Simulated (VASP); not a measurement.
# Co (P-42m) in VASP: single point with PBE

Aim: the single point of Co with PBE.

Program: VASP 6.6.1. These are calculated values, not measurements. Logs are shortened: lines on timing, memory, paths and dates and some standing lists are left out, and cuts for length are marked.

### 1 The cell of the first run

It takes space group P-42m (No. 111, tetragonal). Conventional cell: a = 3.388 Å, b = 3.388 Å, c = 5.688 Å, α = 90.00°, β = 90.00°, γ = 90.00°. Within 3.0 Å of Co (site symmetry m) lie 9 Co at 2.29 to 2.49 Å. Co (site symmetry -42m) has 4 Co at 2.29 Å within 3.0 Å.

The cell was generated, and may not be a known phase.

### 2 Single point, PBE, collinear spin, ferromagnetic start

INCAR

```
SYSTEM = Co
PREC     = Accurate       ! precision mode
ENCUT    = 600            ! plane-wave cutoff, eV
EDIFF    = 1E-6           ! SCF threshold, eV
ISMEAR   = 0              ! smearing method
SIGMA    = 0.1            ! smearing width, eV
LREAL    = .False.        ! projectors in reciprocal space
LASPH    = .True.         ! aspherical terms in the spheres
NELM     = 200            ! most SCF steps
ALGO     = Normal         ! electronic algorithm
ISIF     = 2              ! what is computed and relaxed
LWAVE    = .False.        ! write WAVECAR
LCHARG   = .False.        ! write CHGCAR
ISPIN    = 2              ! spin polarisation
MAGMOM   = 3 3 3 3 3      ! initial moments
LORBIT   = 11             ! projections on sites
LMAXMIX  = 4              ! l up to which the mixer works
GGA      = PE             ! functional
NBANDS   = 34             ! bands
GGA_COMPAT= .False.
```

KPOINTS

```
Automatic mesh
0
Gamma
  6 6 4
  0 0 0
```

POSCAR

```
Co
1.0
    3.3882085526      0.0000000000      0.0000000000
    0.0000000000      3.3882085526      0.0000000000
    0.0000000000      0.0000000000      5.6878660370
Co
5
Direct
    0.2462026215      0.2462026215      0.1583774962
    0.2462026215      0.7537973785      0.8416225038
    0.7537973785      0.2462026215      0.8416225038
    0.7537973785      0.7537973785      0.1583774962
    0.5000000000      0.5000000000      0.5000000000
```

Potentials or basis: VASP PAW PBE potentials, release 64 (Co).

Launch:

```sh
$ cat potpaw_PBE.64/Co/POTCAR > POTCAR
$ mpirun -np 1 vasp_std > vasp.out
```

OUTCAR:

```text
SYSTEM = Co
   PREC = Accurate
   ENCUT = 600
   EDIFF = 1E-6
   ISMEAR = 0
   LREAL = .False.
   LASPH = .True.
   NELM = 200
   ISIF = 2
   ISPIN = 2
   LORBIT = 11
   GGA = PE

 ion  position               nearest neighbor table
   1  0.246  0.246  0.158-   5 2.29   4 2.36   4 2.40   4 2.40   4 2.43   2 2.46   3 2.46   2 2.49
                             3 2.49
   2  0.246  0.754  0.842-   5 2.29   3 2.36   3 2.40   3 2.40   3 2.43   1 2.46   4 2.46   1 2.49
                             4 2.49
   3  0.754  0.246  0.842-   5 2.29   2 2.36   2 2.40   2 2.40   2 2.43   4 2.46   1 2.46   1 2.49
                             4 2.49
   4  0.754  0.754  0.158-   5 2.29   1 2.36   1 2.40   1 2.40   1 2.43   2 2.46   3 2.46   2 2.49
                             3 2.49
   5  0.500  0.500  0.500-   1 2.29   2 2.29   3 2.29   4 2.29

  LATTYP: Found a simple tetragonal cell.
 ALAT       =     3.3882085526
 C/A-ratio  =     1.6787237116

  Lattice vectors:

 A1 = (   3.3882085526,   0.0000000000,   0.0000000000)
 A2 = (   0.0000000000,   3.3882085526,   0.0000000000)
 A3 = (   0.0000000000,   0.0000000000,   5.6878660370)

Analysis of symmetry for initial positions (statically):
=====================================================================
 Subroutine PRICEL returns:
 Original cell was already a primitive cell.

 Routine SETGRP: Setting up the symmetry group for a
 simple tetragonal supercell.

 Subroutine GETGRP returns: Found  8 space group operations
 (whereof  8 operations were pure point group operations)
 out of a pool of 16 trial point group operations.

The static configuration has the point symmetry D_2d.

Analysis of symmetry for dynamics (positions and initial velocities):
=====================================================================
 Subroutine PRICEL returns:
 Original cell was already a primitive cell.

 Routine SETGRP: Setting up the symmetry group for a
 simple tetragonal supercell.

 Subroutine GETGRP returns: Found  8 space group operations
 (whereof  8 operations were pure point group operations)
 out of a pool of 16 trial point group operations.

The dynamic configuration has the point symmetry D_2d.

Analysis of structural, dynamic, and magnetic symmetry:
=====================================================================
 Subroutine PRICEL returns:
 Original cell was already a primitive cell.

 Routine SETGRP: Setting up the symmetry group for a
 simple tetragonal supercell.

 Subroutine GETGRP returns: Found  8 space group operations
 (whereof  8 operations were pure point group operations)
 out of a pool of 16 trial point group operations.

The overall configuration has the point symmetry D_2d.

 Subroutine INISYM returns: Found  8 space group operations
 (whereof  8 operations are pure point group operations),
 and found     1 'primitive' translations

----------------------------------------------------------------------------------------

                                     Primitive cell

  volume of cell :      65.2965

  direct lattice vectors                    reciprocal lattice vectors
     3.388208553  0.000000000  0.000000000     0.295141218  0.000000000  0.000000000
     0.000000000  3.388208553  0.000000000     0.000000000  0.295141218  0.000000000
     0.000000000  0.000000000  5.687866037     0.000000000  0.000000000  0.175812861

  length of vectors
     3.388208553  3.388208553  5.687866037     0.295141218  0.295141218  0.175812861

  position of ions in fractional coordinates (direct lattice)
     0.246202621  0.246202621  0.158377496
     0.246202621  0.753797379  0.841622504
     0.753797379  0.246202621  0.841622504
     0.753797379  0.753797379  0.158377496
     0.500000000  0.500000000  0.500000000

  ion indices of the primitive-cell ions
   primitive index   ion index
                 1           1
                 2           2
                 3           3
                 4           4
                 5           5

----------------------------------------------------------------------------------------

 KPOINTS: Automatic mesh

Automatic generation of k-mesh.
 Grid dimensions read from file:
 generate k-points for:    6    6    4

 Generating k-lattice:

  Cartesian coordinates                     Fractional coordinates (reciprocal lattice)
     0.049190203  0.000000000  0.000000000     0.166666667  0.000000000  0.000000000
     0.000000000  0.049190203  0.000000000     0.000000000  0.166666667  0.000000000
     0.000000000  0.000000000  0.043953215     0.000000000  0.000000000  0.250000000

  Length of vectors
     0.049190203  0.049190203  0.043953215

  Shift w.r.t. Gamma in fractional coordinates (k-lattice)
     0.000000000  0.000000000  0.000000000

 Subroutine IBZKPT returns following result:
 ===========================================

 Found     30 irreducible k-points:

 Following reciprocal coordinates:
            Coordinates               Weight
  0.000000  0.000000  0.000000      1.000000
  0.166667  0.000000  0.000000      4.000000
  0.333333  0.000000  0.000000      4.000000
  0.500000  0.000000  0.000000      2.000000
  0.166667  0.166667  0.000000      4.000000
  0.333333  0.166667  0.000000      8.000000
[... 16 lines left out ...]
  0.333333  0.000000  0.500000      4.000000
  0.500000  0.000000  0.500000      2.000000
 [... further k-points ...]
   k-points           NKPTS =     30   k-points in BZ     NKDIM =     30   number of bands    NBANDS=     34
   number of dos      NEDOS =    301   number of ions     NIONS =      5
   total plane-waves  NPLWV =  37632
   dimension x,y,z NGX =    28 NGY =   28 NGZ =   48
   dimension x,y,z NGXF=    56 NGYF=   56 NGZF=   96
   ions per type =               5
   NGX,Y,Z   is equivalent  to a cutoff of  13.74, 13.74, 14.03 a.u.
   NGXF,Y,Z  is equivalent  to a cutoff of  27.48, 27.48, 28.06 a.u.
 SYSTEM =  Co
   PREC   = accura    normal or accurate (medium, high low for compatibility)
   ISTART =      0    job   : 0-new  1-cont  2-samecut
   ICHARG =      2    charge: 1-file 2-atom 10-const
   ISPIN  =      2    spin polarized calculation?
   LNONCOLLINEAR =      F non collinear calculations
   LSORBIT =      F    spin-orbit coupling
   LASPH  =      T    aspherical Exc in radial PAW
   ENCUT  =  600.0 eV  44.10 Ry    6.64 a.u.   6.77  6.77 11.36*2*pi/ulx,y,z
   NELM   =    200;   NELMIN=  2; NELMDL= -5     # of ELM steps
   EDIFF  = 0.1E-05   stopping-criterion for ELM
   LREAL  =      F    real-space projection
   EDIFFG = 0.1E-04   stopping-criterion for IOM
   NSW    =      0    number of steps for IOM
   IBRION =     -1    ionic relax: 0-MD 1-quasi-New 2-CG
   NFREE  =      0    steps in history (QN), initial steepest desc. (CG)
   ISIF   =      2    stress and relaxation
   ISYM   =      2    0-nonsym 1-usesym 2-fastsym
   POTIM  = 0.5000    time-step for ionic-motion
   TEBEG  =    0.0;   TEEND  =   0.0 temperature during run
   PSTRESS=    0.0 pullay stress
   NELECT =      45.0000    total number of electrons
   NUPDOWN=      -1.0000    fix difference up-down
   EMIN   =  10.00;   EMAX   =-10.00  energy-range for DOS
   EFERMI =   0.00;   METHOD = LEGACY
   ISMEAR =     0;   SIGMA  =   0.10  broadening in eV -4-tet -1-fermi 0-gaus
   EFERMI_NEDOS =   21; number of points for ismear=-14 and -15
   IALGO  =     38    algorithm
   IMIX   =      4    mixing-type and parameters
     AMIX     =   0.40;   BMIX     =  1.00
     AMIX_MAG =   1.60;   BMIX_MAG =  1.00
  volume/ion in A,a.u.               =      13.06        88.13
  Fermi-wavevector in a.u.,A,eV,Ry     =   1.446047  2.732633 28.450495  2.091052
  Thomas-Fermi vector in A             =   2.564160
   LORBIT       =     11    0 simple, 1 ext, 2 COOP (PROOUT), +10 PAW based schemes
   GGA     = PE    functional components
   LHFCALC =     F    Hartree Fock is set to
   AEXX    =    0.0000 exact exchange contribution
   IVDW    =     0    specifies the selected vdW correction
   LEPSILON=     F    determine dielectric tensor
   LRPA    =     F    only Hartree local field effects (RPA)
 spin polarized calculation
 Gauss-broadening in eV      SIGMA  =   0.10
  energy-cutoff  :      600.00
  volume of cell :       65.30
 maximum number of plane-waves:      2228
 NGX is ok and might be reduce to    28
   NGX = 13   NGY = 13   NGZ = 23

 number of electron      45.0000007 magnetization      10.1796959

 number of electron      45.0000006 magnetization       8.6952071

 Free energy of the ion-electron system (eV)
  ---------------------------------------------------
  ext. energy  EPLUGINS =         0.00000000
  ---------------------------------------------------
  free energy    TOTEN  =       -32.25556295 eV

  energy without entropy =      -32.22390105  energy(sigma->0) =      -32.23973200

 E-fermi :   7.9044     XC(G=0): -12.1576

 val. band max:        7.9027458110   @ k =   0.3333   0.3333   0.0000
 cond. band min:       7.9130563012   @ k =   0.5000   0.1667   0.0000
 fundamental gap:      0.0103104901
 Fermi energy:         7.9043640860

 spin component 1

 k-point     1 :       0.0000    0.0000    0.0000
  band No.  band energies     occupation
      1      -0.2803      1.00000
      2       2.6354      1.00000
      3       3.0799      1.00000
      4       3.0799      1.00000
      5       3.2887      1.00000
      6       3.6783      1.00000
[... 26 lines left out ...]
     33      17.8616      0.00000
     34      18.1534      0.00000

 k-point     2 :       0.1667    0.0000    0.0000
  band No.  band energies     occupation
      1       0.1029      1.00000
      2       2.9133      1.00000
      3       3.1969      1.00000
      4       3.2803      1.00000
      5       3.4108      1.00000
      6       3.7529      1.00000
[... 806 lines left out ...]
 k-point    24 :       0.5000    0.0000    0.5000
  band No.  band energies     occupation
      1       2.6981      1.00000
      2       2.9353      1.00000
      3       3.3622      1.00000
      4       3.8952      1.00000
      5       4.2105      1.00000
      6       4.2727      1.00000
[... 26 lines left out ...]
     33      17.5727      0.00000
     34      18.4546      0.00000

 [... further k-points ...]

 spin component 2

 k-point     1 :       0.0000    0.0000    0.0000
  band No.  band energies     occupation
      1      -0.1973      1.00000
      2       3.3998      1.00000
      3       4.4794      1.00000
      4       4.4794      1.00000
      5       4.6135      1.00000
      6       4.8106      1.00000
[... 26 lines left out ...]
     33      18.2564      0.00000
     34      18.4799      0.00000

 k-point     2 :       0.1667    0.0000    0.0000
  band No.  band energies     occupation
      1       0.1891      1.00000
      2       3.7154      1.00000
      3       4.5095      1.00000
      4       4.6929      1.00000
      5       4.7319      1.00000
      6       4.9735      1.00000
[... 806 lines left out ...]
 k-point    24 :       0.5000    0.0000    0.5000
  band No.  band energies     occupation
      1       3.1196      1.00000
      2       3.2678      1.00000
      3       4.0268      1.00000
      4       4.9395      1.00000
      5       5.6358      1.00000
      6       5.6713      1.00000
[... 26 lines left out ...]
     33      18.2707      0.00000
     34      18.9349      0.00000

 [... further k-points ...]

------------------------ aborting loop because EDIFF is reached ----------------------------------------

  FORCE on cell =-STRESS in cart. coord.  units (eV):
  Direction    XX          YY          ZZ          XY          YZ          ZX
  --------------------------------------------------------------------------------------
  -------------------------------------------------------------------------------------
  Total       -0.3551331     -0.3551331     -0.2262243      0.0000000      0.0000000      0.0000000
  in kB       -8.7138896     -8.7138896     -5.5508593      0.0000000      0.0000000      0.0000000
  external PRESSURE =      -7.6595462 kB  Pullay stress =       0.0000000 kB

 VOLUME and BASIS-vectors are now :
 -----------------------------------------------------------------------------
  energy-cutoff  :      600.00
  volume of cell :       65.30
      direct lattice vectors                 reciprocal lattice vectors
     3.388208553  0.000000000  0.000000000     0.295141218  0.000000000  0.000000000
     0.000000000  3.388208553  0.000000000     0.000000000  0.295141218  0.000000000
     0.000000000  0.000000000  5.687866037     0.000000000  0.000000000  0.175812861

 POSITION                                       TOTAL-FORCE (eV/Angst)
 -----------------------------------------------------------------------------------
      0.83419      0.83419      0.90083        -0.011183     -0.011183      0.020768
      0.83419      2.55402      4.78704        -0.011183      0.011183     -0.020768
      2.55402      0.83419      4.78704         0.011183     -0.011183     -0.020768
      2.55402      2.55402      0.90083         0.011183      0.011183      0.020768
      1.69410      1.69410      2.84393        -0.000000     -0.000000      0.000000
 -----------------------------------------------------------------------------------
    total drift:                                0.000000      0.000000      0.000000

  FREE ENERGIE OF THE ION-ELECTRON SYSTEM (eV)
  ---------------------------------------------------
  free  energy   TOTEN  =       -32.2555629519 eV

  energy  without entropy=      -32.2239010504  energy(sigma->0) =      -32.23973200

 total charge

# of ion       s       p       d       tot
------------------------------------------
    1        0.499   0.475   7.279   8.253
    2        0.499   0.475   7.279   8.253
    3        0.499   0.475   7.279   8.253
    4        0.499   0.475   7.279   8.253
    5        0.452   0.337   7.225   8.014
--------------------------------------------------
tot          2.447   2.238  36.343  41.028

 magnetization (x)

# of ion       s       p       d       tot
------------------------------------------
    1       -0.007  -0.034   1.752   1.710
    2       -0.007  -0.034   1.752   1.710
    3       -0.007  -0.034   1.752   1.710
    4       -0.007  -0.034   1.752   1.710
    5        0.013  -0.029   1.934   1.919
--------------------------------------------------
tot         -0.015  -0.167   8.941   8.760
```

Wall time 5.2 min (1 thread of Oxide Virtual Turin-like, shared host); peak memory 0.25 GiB.

Results:

| Quantity | Value |
| --- | --- |
| Free energy | -32.2556 eV |
| Pressure | -0.8 GPa |
| Largest force | 0.026 eV/Å |
| Net moment | 8.70 μB per cell |
| Site moments | Co +1.71, +1.92 (each value once) μB |
| Valence electrons inside the program's atomic spheres | Co 8.25, 8.01 (each value once) |

Forces on the atoms (eV/Å):
```
Co  -0.011 -0.011  0.021
Co  -0.011  0.011 -0.021
Co   0.011 -0.011 -0.021
Co   0.011  0.011  0.021
Co   0.000  0.000  0.000
```
